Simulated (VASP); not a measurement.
# Ge (Fd-3m) in VASP: notebook, part 2 of 2

VASP 6.6.1. Earlier steps stand in the parts before.

### 3 Single point, PBEsol-based screened hybrid with 25 % exact exchange

This run uses another cell than the first one, of 22.64 Å³/atom.

File POSCAR:

```
Ge
1.0
    0.0000000000      2.8289100000      2.8289100000
    2.8289100000      0.0000000000      2.8289100000
    2.8289100000      2.8289100000      0.0000000000
Ge
2
Direct
    0.7500000000      0.7500000000      0.7500000000
    0.5000000000      0.5000000000      0.5000000000
```

File INCAR.step1:

```
  PREC = Accurate
  ENCUT = 520
  EDIFF = 1E-5
  ISMEAR = -1
  SIGMA = 0.05
  LREAL = False
  LASPH = True
  NELM = 60
  ALGO = Normal
  ISIF = 2
  LWAVE = True
  LCHARG = False
  NBANDS = 21
  GGA = PE
  LUSENCCL = False
```

File INCAR.step2:

```
  PREC = Accurate
  ENCUT = 520
  EDIFF = 1E-6
  ISMEAR = -1
  SIGMA = 0.05
  LREAL = False
  LASPH = True
  NELM = 60
  ALGO = Normal
  ISIF = 2
  LWAVE = False
  LCHARG = False
  GGA = PS
  LHFCALC = True
  AEXX = 0.25
  HFSCREEN = 0.207
  PRECFOCK = Normal
  NBANDS = 21
  ISTART = 1
  LUSENCCL = False
```

File KPOINTS:

```
regular mesh
0
Gamma
  5 5 5
```

Potentials or basis: VASP PAW PBE potentials, release 64 (Ge_d).

The run is started by

```bash
> cat potpaw_PBE.64/Ge_d/POTCAR > POTCAR
> cp INCAR.step1 INCAR
> mpirun -np 1 vasp_std > vasp.out
> cp INCAR.step2 INCAR
> mpirun -np 1 vasp_std > vasp.out
```

Wall time 13 min (1 × NVIDIA H100 80GB with 1 thread of AMD EPYC 7R13 (Zen 3), shared host); peak memory 1.2 GiB.

Results (log left out):

- Free energy: -11.1514 eV
- Pressure: -1.0 GPa
- Band gap on the k mesh: 0.83 eV

Levels at points of the mesh, in eV from the valence-band top:
```tsv
k point	band 10	band 11	band 12	band 13	band 14	band 15	band 16	band 17	band 18	band 19
(0.00, 0.00, 0.00)	-27.63	-14.07	0.00	0.00	0.00	0.83	3.21	3.21	3.21	7.07
```

Caveat: the PAW data sets were made with another functional, which shifts forces and pressure a little; an odd mesh through Γ misses points on the zone boundary, where band edges can lie.

### 4 Single point, PBE+D3(BJ), non-collinear spin, zero start, spin-orbit coupling

This run uses another cell than the first one, of 23.19 Å³/atom.

File INCAR:

```
SYSTEM = Ge
PREC = Accurate ; ENCUT = 520
EDIFF = 1E-7 ; ISMEAR = 0
SIGMA = 0.1 ; LREAL = .FALSE.
LASPH = .TRUE. ; NELM = 150
ALGO = Normal ; ISIF = 2
LWAVE = .FALSE. ; LCHARG = .TRUE.
MAGMOM = 0 0 0 0 0 0 ; LORBIT = 11
LSORBIT = .TRUE. ; GGA_COMPAT = .FALSE.
LORBMOM = .TRUE. ; GGA = PE
IVDW = 12 ; LVHAR = .TRUE.
NBANDS = 40
```

File KPOINTS:

```
Automatic mesh
0
G
  6 6 6
  0 0 0
```

File POSCAR:

```
Ge
1.0
    0.0000000000      2.8517663120      2.8517663120
    2.8517663120      0.0000000000      2.8517663120
    2.8517663120      2.8517663120      0.0000000000
Ge
2
Direct
    0.2500000000      0.2500000000      0.2500000000
    0.0000000000      0.0000000000      0.0000000000
```

Potentials or basis: VASP PAW PBE potentials, release 64 (Ge_d).

The run is started by

```bash
> cat potpaw_PBE.64/Ge_d/POTCAR > POTCAR
> mpirun -np 1 vasp_ncl > vasp.out
```

OUTCAR:

```text
SYSTEM = Ge
   PREC = Accurate
   ENCUT = 520
   EDIFF = 1E-7
   ISMEAR = 0
   LREAL = .FALSE.
   LASPH = .TRUE.
   NELM = 150
   ISIF = 2
   LORBIT = 11
   LSORBIT = .TRUE.
   GGA = PE
   IVDW = 12
 IVDW          = 12

 ion  position               nearest neighbor table
   1  0.250  0.250  0.250-   2 2.47   2 2.47   2 2.47   2 2.47
   2  0.000  0.000  0.000-   1 2.47   1 2.47   1 2.47   1 2.47

  LATTYP: Found a face centered cubic cell.
 ALAT       =     5.7035326240

  Lattice vectors:

[... 980 lines left out ...]
     0.0000000    -0.0005697     0.0000000    -0.0005697     0.0000000
    -0.0001879    -0.0001879    -0.0005697     0.0000000    -0.0001899
    -0.0007596    -0.0001899     0.0000000    -0.0001899     0.0000000
 l=   3
     0.0000000     0.0000000     0.0000000     0.0000000     0.0000000     0.0000000     0.0000000
     0.0000000     0.0000000     0.0000000     0.0000000     0.0000000     0.0000000     0.0000000
     0.0000000     0.0000000     0.0000000     0.0000000     0.0000000     0.0000000     0.0000000
     0.0000000     0.0000000     0.0000000     0.0000000     0.0000000     0.0000000     0.0000000
     0.0000000     0.0000000     0.0000000     0.0000000     0.0000000     0.0000000     0.0000000
     0.0000000     0.0000000     0.0000000     0.0000000     0.0000000     0.0000000     0.0000000
     0.0000000     0.0000000     0.0000000     0.0000000     0.0000000     0.0000000     0.0000000

 total charge

# of ion       s       p       d       tot
------------------------------------------
    1        1.130   1.244  10.020  12.394
    2        1.130   1.244  10.020  12.394
--------------------------------------------------
tot          2.259   2.488  20.040  24.787

 magnetization (x)

# of ion       s       p       d       tot
------------------------------------------
    1        0.000   0.000   0.000   0.000
    2        0.000   0.000  -0.000   0.000
--------------------------------------------------
tot          0.000   0.000   0.000   0.000

 magnetization (y)

# of ion       s       p       d       tot
------------------------------------------
    1        0.000  -0.000   0.000   0.000
    2        0.000  -0.000   0.000   0.000
--------------------------------------------------
tot          0.000  -0.000   0.000   0.000

 magnetization (z)

# of ion       s       p       d       tot
------------------------------------------
    1       -0.000  -0.000  -0.000  -0.000
    2       -0.000   0.000   0.000   0.000
--------------------------------------------------
tot         -0.000   0.000   0.000  -0.000
```

Wall time 38 s (1 thread of Intel Xeon 6975P-C (Granite Rapids), shared host); peak memory 0.29 GiB.

What came out:

* Free energy: -9.5835 eV
* Pressure: 0.0 GPa
* Net moment: 0.00 μB per cell
* Valence electrons inside the program's atomic spheres: Ge 12.39
* Dispersion energy per atom: -0.290 eV

Moments on the atoms (μB; x, y, z):
```
Ge  0.00 0.00 0.00
Ge  0.00 0.00 0.00
```

### 5 Relaxation of cell and atoms, PBE+D3(BJ), non-collinear spin, zero start, spin-orbit coupling

This run uses another cell than the first one, of 22.64 Å³/atom.

File INCAR:

```
SYSTEM = Ge
PREC = Accurate ; ENCUT = 600
EDIFF = 1E-6 ; ISMEAR = 0
SIGMA = 0.1 ; LREAL = .False.
LASPH = .True. ; NELM = 150
ALGO = Normal ; ISIF = 3
LWAVE = .False. ; LCHARG = .False.
MAGMOM = 0 0 0 0 0 0 ; LORBIT = 11
LSORBIT = .True. ; GGA_COMPAT = .False.
LORBMOM = .True. ; GGA = PE
IVDW = 12 ; IBRION = 2
NSW = 80 ; EDIFFG = -0.01
```

File KPOINTS:

```
regular mesh
0
Gamma
  6 6 6
  0 0 0
```

File POSCAR:

```
Ge
1.0
    0.0000000000      2.8289100000      2.8289100000
    2.8289100000      0.0000000000      2.8289100000
    2.8289100000      2.8289100000      0.0000000000
Ge
2
Direct
    0.2500000000      0.2500000000      0.2500000000
    0.0000000000      0.0000000000      0.0000000000
```

The run is started by

```bash
> cat potpaw_PBE.64/Ge_d/POTCAR > POTCAR
> mpirun -np 1 vasp_ncl > vasp.out
```

Wall time 1.9 min (1 thread of Intel Xeon 6975P-C (Granite Rapids), shared host); peak memory 0.32 GiB.

The run converged. Its results:

| Item | Value |
| --- | --- |
| Free energy | -9.5836 eV |
| Relaxed volume | 23.20 Å³/atom |
| Relaxed cell | a = 4.034 Å, b = 4.034 Å, c = 4.034 Å, α = 60.00°, β = 60.00°, γ = 60.00° |
| Space group after relaxing (to 0.1 Å) | Fd-3m (No. 227) |
| Energy gained by relaxing | 2.6 meV/atom |
| Ionic steps | 6 |
| Pressure after relaxing | 0.0 GPa |
| Net moment | 0.00 μB per cell |
| Valence electrons inside the program's atomic spheres | Ge 12.39 |
| Dispersion energy per atom | -0.290 eV |

The path:
| step | energy change (eV) | largest force (eV/Å) | pressure (GPa) | volume (Å³) |
| --- | --- | --- | --- | --- |
| 1 | 0.0000 | 0.0000 | 1.56 | 45.28 |
| 2 | -0.0048 | 0.0000 | -0.21 | 46.73 |
| 3 | -0.0053 | 0.0000 | 0.21 | 46.44 |
| 4 | -0.0051 | 0.0000 | -0.43 | 46.59 |
| 5 | -0.0052 | 0.0000 | -0.09 | 46.49 |
| 6 | -0.0053 | 0.0000 | 0.03 | 46.41 |

Final structure:
```yaml
crystal:
  lattice:
    - [0.00000, 2.85219, 2.85219]
    - [2.85219, 0.00000, 2.85219]
    - [2.85219, 2.85219, 0.00000]
  atoms:
    - { symbol: Ge, position: [0.25000, 0.25000, 0.25000] }
    - { symbol: Ge, position: [0.00000, 0.00000, 0.00000] }
```

Moments on the atoms (μB; x, y, z):
```
Ge  0.00 0.00 0.00
Ge  0.00 0.00 0.00
```

### 6 Summary

```tsv
task	level	spin	cell	k mesh	cutoff (eV)	smearing	grid for exact exchange (PRECFOCK)	share of exact exchange	screening parameter	gap on the mesh (eV)	pressure (GPa)	moment (μB)
single point	PBE0	off	a = 4.017 Å, angles 60.0°, 2 atoms	4 × 4 × 4	520	fermi-dirac 0.05 eV	Normal	0.25	-	1.54	-0.1	-
single point	PBEsol-based screened hybrid with 25 % exact exchange	off	a = 4.001 Å, angles 60.0°, 2 atoms	5 × 5 × 5	520	fermi-dirac 0.05 eV	Normal	0.25	0.207 1/Å	0.83	-1.0	-
single point	PBE+D3(BJ)	non-collinear, zero start, SOC	a = 4.033 Å, angles 60.0°, 2 atoms	6 × 6 × 6	520	gaussian 0.1 eV	-	-	-	-	0.0	0.00
relaxation of cell and atoms	PBE+D3(BJ)	non-collinear, zero start, SOC	relaxed from a = 4.001 Å, angles 60.0°, 2 atoms	6 × 6 × 6	600	gaussian 0.1 eV	-	-	-	-	0.0	0.00
```

Alike in all rows: potentials or basis VASP PAW PBE potentials, release 64 (Ge_d).

Caveats: some runs use coarse meshes; the PAW data sets were made with another functional, which shifts forces and pressure a little (at least some runs); an odd mesh through Γ misses points on the zone boundary, where band edges can lie (at least some runs).

Total energies depend on the potentials used, so only differences within one code and one set of settings carry meaning.

### 7 Comparison with measurements

Step 5. The cell as given is a measured one (22.64 Å³/atom); PBE+D3(BJ) puts the equilibrium volume +2.5 % from it, thermal expansion not counted.
